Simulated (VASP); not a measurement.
# Eu (P6_3/mmc) in VASP: single point with PBE

Aim: the single point of Eu with PBE.

Everything below comes from runs of VASP 6.6.1. Logs are shortened: lines on timing, memory, paths and dates and some standing lists are left out, and cuts for length are marked.

## 1. The cell of the first run

The structure is hexagonal, space group P6_3/mmc (No. 194). Conventional cell: a = 3.961 Å, b = 3.961 Å, c = 6.354 Å, α = 90.00°, β = 90.00°, γ = 120.00°. Within 5.1 Å of Eu (site symmetry -6m2) lie 12 Eu at 3.91 to 3.96 Å.

This isn't the form of Eu at room conditions, which is bcc.

## 2. Single point, PBE, collinear spin, ferromagnetic start (43.17 Å³/atom)

The input, INCAR:

```
SYSTEM = Eu
PREC = Accurate ; ENCUT = 520
EDIFF = 1E-7 ; ISMEAR = -1
SIGMA = 0.05 ; LREAL = .False.
LASPH = .True. ; NELM = 150
ALGO = Normal ; ISIF = 2
LWAVE = .False. ; LCHARG = .False.
ISPIN = 2 ; MAGMOM = 7 7
LORBIT = 11 ; LMAXMIX = 6
GGA = PE ; NBANDS = 28
```

The input, KPOINTS:

```
regular mesh
0
Gamma
  12 12 6
  0 0 0
```

The input, POSCAR:

```
Eu
1.0
    3.9610337722      0.0000000000      0.0000000000
   -1.9805168861      3.4303558720      0.0000000000
    0.0000000000      0.0000000000      6.3543554052
Eu
2
Direct
    0.3333333333      0.6666666667      0.2500000000
    0.6666666667      0.3333333333      0.7500000000
```

Potentials or basis: VASP PAW PBE potentials, release 64 (Eu).

Run with:

```
> cat potpaw_PBE.64/Eu/POTCAR > POTCAR
> mpirun -np 1 vasp_std > vasp.out
```

OUTCAR:

```text
SYSTEM = Eu
   PREC = Accurate
   ENCUT = 520
   EDIFF = 1E-7
   ISMEAR = -1
   LREAL = .False.
   LASPH = .True.
   NELM = 150
   ISIF = 2
   ISPIN = 2
   LORBIT = 11
   GGA = PE

 ion  position               nearest neighbor table
   1  0.333  0.667  0.250-
   2  0.667  0.333  0.750-

  LATTYP: Found a hexagonal cell.
 ALAT       =     3.9610337722
 C/A-ratio  =     1.6042164169

  Lattice vectors:

 A1 = (   3.9610337722,   0.0000000000,   0.0000000000)
 A2 = (  -1.9805168861,   3.4303558720,   0.0000000000)
 A3 = (   0.0000000000,   0.0000000000,   6.3543554052)

Analysis of symmetry for initial positions (statically):
=====================================================================
 Subroutine PRICEL returns:
 Original cell was already a primitive cell.

 Routine SETGRP: Setting up the symmetry group for a
 hexagonal supercell.

 Subroutine GETGRP returns: Found 24 space group operations
 (whereof 12 operations were pure point group operations)
 out of a pool of 24 trial point group operations.

The static configuration has the point symmetry D_3d.
 The point group associated with its full space group is D_6h.

Analysis of symmetry for dynamics (positions and initial velocities):
=====================================================================
 Subroutine PRICEL returns:
 Original cell was already a primitive cell.

 Routine SETGRP: Setting up the symmetry group for a
 hexagonal supercell.

 Subroutine GETGRP returns: Found 24 space group operations
 (whereof 12 operations were pure point group operations)
 out of a pool of 24 trial point group operations.

The dynamic configuration has the point symmetry D_3d.
 The point group associated with its full space group is D_6h.

Analysis of structural, dynamic, and magnetic symmetry:
=====================================================================
 Subroutine PRICEL returns:
 Original cell was already a primitive cell.

 Routine SETGRP: Setting up the symmetry group for a
 hexagonal supercell.

 Subroutine GETGRP returns: Found 24 space group operations
 (whereof 12 operations were pure point group operations)
 out of a pool of 24 trial point group operations.

The overall configuration has the point symmetry D_3d.
 The point group associated with its full space group is D_6h.

 Subroutine INISYM returns: Found 24 space group operations
 (whereof 12 operations are pure point group operations),
 and found     1 'primitive' translations

----------------------------------------------------------------------------------------

                                     Primitive cell

  volume of cell :      86.3414

  direct lattice vectors                    reciprocal lattice vectors
     3.961033772  0.000000000  0.000000000     0.252459347  0.145757472  0.000000000
    -1.980516886  3.430355872  0.000000000     0.000000000  0.291514944  0.000000000
     0.000000000  0.000000000  6.354355405     0.000000000  0.000000000  0.157372375

  length of vectors
     3.961033772  3.961033772  6.354355405     0.291514944  0.291514944  0.157372375

  position of ions in fractional coordinates (direct lattice)
     0.333333333  0.666666667  0.250000000
     0.666666667  0.333333333  0.750000000

  ion indices of the primitive-cell ions
   primitive index   ion index
                 1           1
                 2           2

----------------------------------------------------------------------------------------

 KPOINTS: regular mesh

Automatic generation of k-mesh.
 Grid dimensions read from file:
 generate k-points for:   12   12    6

 Generating k-lattice:

  Cartesian coordinates                     Fractional coordinates (reciprocal lattice)
     0.021038279  0.012146456  0.000000000     0.083333333  0.000000000  0.000000000
     0.000000000  0.024292912  0.000000000     0.000000000  0.083333333  0.000000000
     0.000000000  0.000000000  0.026228729     0.000000000  0.000000000  0.166666667

  Length of vectors
     0.024292912  0.024292912  0.026228729

  Shift w.r.t. Gamma in fractional coordinates (k-lattice)
     0.000000000  0.000000000  0.000000000

 Subroutine IBZKPT returns following result:
 ===========================================

 Found     76 irreducible k-points:

 Following reciprocal coordinates:
            Coordinates               Weight
  0.000000  0.000000  0.000000      1.000000
  0.083333  0.000000  0.000000      6.000000
  0.166667 -0.000000  0.000000      6.000000
  0.250000 -0.000000  0.000000      6.000000
  0.333333  0.000000  0.000000      6.000000
  0.416667 -0.000000  0.000000      6.000000
[... 16 lines left out ...]
  0.250000 -0.000000  0.166667     12.000000
  0.333333  0.000000  0.166667     12.000000
 [... further k-points ...]
   k-points           NKPTS =     76   k-points in BZ     NKDIM =     76   number of bands    NBANDS=     28
   number of dos      NEDOS =    301   number of ions     NIONS =      2
   total plane-waves  NPLWV =  43200
   dimension x,y,z NGX =    30 NGY =   30 NGZ =   48
   dimension x,y,z NGXF=    60 NGYF=   60 NGZF=   96
   ions per type =               2
   NGX,Y,Z   is equivalent  to a cutoff of  12.59, 12.59, 12.56 a.u.
   NGXF,Y,Z  is equivalent  to a cutoff of  25.18, 25.18, 25.12 a.u.
 SYSTEM =  Eu
   PREC   = accura    normal or accurate (medium, high low for compatibility)
   ISTART =      0    job   : 0-new  1-cont  2-samecut
   ICHARG =      2    charge: 1-file 2-atom 10-const
   ISPIN  =      2    spin polarized calculation?
   LNONCOLLINEAR =      F non collinear calculations
   LSORBIT =      F    spin-orbit coupling
   LASPH  =      T    aspherical Exc in radial PAW
   ENCUT  =  520.0 eV  38.22 Ry    6.18 a.u.   7.36  7.36 11.81*2*pi/ulx,y,z
   NELM   =    150;   NELMIN=  2; NELMDL= -5     # of ELM steps
   EDIFF  = 0.1E-06   stopping-criterion for ELM
   LREAL  =      F    real-space projection
   EDIFFG = 0.1E-05   stopping-criterion for IOM
   NSW    =      0    number of steps for IOM
   IBRION =     -1    ionic relax: 0-MD 1-quasi-New 2-CG
   NFREE  =      0    steps in history (QN), initial steepest desc. (CG)
   ISIF   =      2    stress and relaxation
   ISYM   =      2    0-nonsym 1-usesym 2-fastsym
   POTIM  = 0.5000    time-step for ionic-motion
   TEBEG  =    0.0;   TEEND  =   0.0 temperature during run
   PSTRESS=    0.0 pullay stress
   NELECT =      34.0000    total number of electrons
   NUPDOWN=      -1.0000    fix difference up-down
   EMIN   =  10.00;   EMAX   =-10.00  energy-range for DOS
   EFERMI =   0.00;   METHOD = LEGACY
   ISMEAR =    -1;   SIGMA  =   0.05  broadening in eV -4-tet -1-fermi 0-gaus
   EFERMI_NEDOS =   21; number of points for ismear=-14 and -15
   IALGO  =     38    algorithm
   IMIX   =      4    mixing-type and parameters
     AMIX     =   0.40;   BMIX     =  1.00
     AMIX_MAG =   1.60;   BMIX_MAG =  1.00
  volume/ion in A,a.u.               =      43.17       291.33
  Fermi-wavevector in a.u.,A,eV,Ry     =   1.199945  2.267568 19.590598  1.439868
  Thomas-Fermi vector in A             =   2.335794
   LORBIT       =     11    0 simple, 1 ext, 2 COOP (PROOUT), +10 PAW based schemes
   GGA     = PE    functional components
   LHFCALC =     F    Hartree Fock is set to
   AEXX    =    0.0000 exact exchange contribution
   IVDW    =     0    specifies the selected vdW correction
   LEPSILON=     F    determine dielectric tensor
   LRPA    =     F    only Hartree local field effects (RPA)
 spin polarized calculation
  energy-cutoff  :      520.00
  volume of cell :       86.34
 maximum number of plane-waves:      2364
 NGX is ok and might be reduce to    30
   NGX = 15   NGY = 15   NGZ = 23

 number of electron      34.0000005 magnetization      15.1234129

 Free energy of the ion-electron system (eV)
  ---------------------------------------------------
  ext. energy  EPLUGINS =         0.00000000
  ---------------------------------------------------
  free energy    TOTEN  =       -22.93279212 eV

  energy without entropy =      -22.90254002  energy(sigma->0) =      -22.91766607

 E-fermi :   1.9418     XC(G=0):  -8.7051

 val. band max:        1.9357634355   @ k =   0.4167  -0.0000   0.3333
 cond. band min:       1.9417878048   @ k =   0.3333   0.3333   0.5000
 fundamental gap:      0.0060243693
 Fermi energy:         1.9417666698

 spin component 1

 k-point     1 :       0.0000    0.0000    0.0000
  band No.  band energies     occupation
      1     -39.6684      1.00000
      2     -39.6374      1.00000
      3     -18.6655      1.00000
      4     -18.3079      1.00000
      5     -18.3079      1.00000
      6     -18.2472      1.00000
[... 20 lines left out ...]
     27       3.7063      0.00000
     28       3.8280      0.00000

 k-point     2 :       0.0833    0.0000    0.0000
  band No.  band energies     occupation
      1     -39.6667      1.00000
      2     -39.6367      1.00000
      3     -18.6564      1.00000
      4     -18.3278      1.00000
      5     -18.3144      1.00000
      6     -18.2680      1.00000
[... 20 lines left out ...]
     27       3.8477      0.00000
     28       4.0573      0.00000

 k-point     3 :       0.1667   -0.0000    0.0000
  band No.  band energies     occupation
      1     -39.6622      1.00000
      2     -39.6348      1.00000
      3     -18.6305      1.00000
      4     -18.3821      1.00000
      5     -18.3316      1.00000
      6     -18.3237      1.00000
[... 616 lines left out ...]
      3     -18.5842      1.00000
      4     -18.4428      1.00000
      5     -18.4131      1.00000
      6     -18.3488      1.00000
[... 20 lines left out ...]
     27       3.3919      0.00000
     28       3.6673      0.00000

 k-point    24 :       0.3333    0.0000    0.1667
  band No.  band energies     occupation
      1     -39.6475      1.00000
      2     -39.6320      1.00000
      3     -18.5778      1.00000
      4     -18.4984      1.00000
      5     -18.4675      1.00000
      6     -18.3702      1.00000
[... 20 lines left out ...]
     27       3.2381      0.00000
     28       3.5404      0.00000

 [... further k-points ...]

 spin component 2

 k-point     1 :       0.0000    0.0000    0.0000
  band No.  band energies     occupation
      1     -36.5046      1.00000
      2     -36.4645      1.00000
      3     -16.3858      1.00000
      4     -15.9450      1.00000
      5     -15.9450      1.00000
      6     -15.8718      1.00000
[... 20 lines left out ...]
     27       6.5456      0.00000
     28       6.5459      0.00000

 k-point     2 :       0.0833    0.0000    0.0000
  band No.  band energies     occupation
      1     -36.5024      1.00000
      2     -36.4636      1.00000
      3     -16.3746      1.00000
      4     -15.9700      1.00000
      5     -15.9531      1.00000
      6     -15.8979      1.00000
[... 20 lines left out ...]
     27       6.5331      0.00000
     28       6.5878      0.00000

 k-point     3 :       0.1667   -0.0000    0.0000
  band No.  band energies     occupation
      1     -36.4965      1.00000
      2     -36.4612      1.00000
      3     -16.3425      1.00000
      4     -16.0383      1.00000
      5     -15.9746      1.00000
      6     -15.9677      1.00000
[... 616 lines left out ...]
      3     -16.2857      1.00000
      4     -16.1150      1.00000
      5     -16.0776      1.00000
      6     -15.9961      1.00000
[... 20 lines left out ...]
     27       6.5146      0.00000
     28       6.5450      0.00000

 k-point    24 :       0.3333    0.0000    0.1667
  band No.  band energies     occupation
      1     -36.4774      1.00000
      2     -36.4575      1.00000
      3     -16.2794      1.00000
      4     -16.1842      1.00000
      5     -16.1432      1.00000
      6     -16.0225      1.00000
[... 20 lines left out ...]
     27       6.4988      0.00000
     28       6.5081      0.00000

 [... further k-points ...]

------------------------ aborting loop because EDIFF is reached ----------------------------------------

  FORCE on cell =-STRESS in cart. coord.  units (eV):
  Direction    XX          YY          ZZ          XY          YZ          ZX
  --------------------------------------------------------------------------------------
  -------------------------------------------------------------------------------------
  Total       -0.3456745     -0.3456745     -0.3570144     -0.0000000     -0.0000000     -0.0000000
  in kB       -6.4144387     -6.4144387     -6.6248656     -0.0000000     -0.0000000     -0.0000000
  external PRESSURE =      -6.4845810 kB  Pullay stress =       0.0000000 kB

 VOLUME and BASIS-vectors are now :
 -----------------------------------------------------------------------------
  energy-cutoff  :      520.00
  volume of cell :       86.34
      direct lattice vectors                 reciprocal lattice vectors
     3.961033772  0.000000000  0.000000000     0.252459347  0.145757472  0.000000000
    -1.980516886  3.430355872  0.000000000     0.000000000  0.291514944  0.000000000
     0.000000000  0.000000000  6.354355405     0.000000000  0.000000000  0.157372375

 POSITION                                       TOTAL-FORCE (eV/Angst)
 -----------------------------------------------------------------------------------
     -0.00000      2.28690      1.58859         0.000000     -0.000000      0.000000
      1.98052      1.14345      4.76577        -0.000000      0.000000      0.000000
 -----------------------------------------------------------------------------------
    total drift:                               -0.000000      0.000000     -0.000000

  FREE ENERGIE OF THE ION-ELECTRON SYSTEM (eV)
  ---------------------------------------------------
  free  energy   TOTEN  =       -22.9327921210 eV

  energy  without entropy=      -22.9025400226  energy(sigma->0) =      -22.91766607

 total charge

# of ion       s       p       d       f       tot
--------------------------------------------------
    1        2.082   5.711   0.300   6.638  14.731
    2        2.082   5.711   0.300   6.638  14.731
--------------------------------------------------
tot          4.164  11.422   0.599  13.276  29.461

 magnetization (x)

# of ion       s       p       d       f       tot
--------------------------------------------------
    1       -0.001  -0.085   0.187   6.636   6.738
    2       -0.001  -0.085   0.187   6.636   6.738
--------------------------------------------------
tot         -0.002  -0.170   0.374  13.273  13.475
```

Wall time 21 min (1 thread of Intel Xeon 8259CL, shared host); peak memory 0.43 GiB.

What came out:

- Free energy: -22.9328 eV
- Pressure: -0.6 GPa
- Net moment: 15.12 μB per cell
- Site moments: Eu +6.74 μB
- Valence electrons inside the program's atomic spheres: Eu 14.73

Caveat: spin-orbit coupling is left out, which moves the levels of the heavy elements; semilocal functionals describe open f shells poorly, which spoils levels, moments and volumes. The state reached can hang on the start; a lower one may exist.
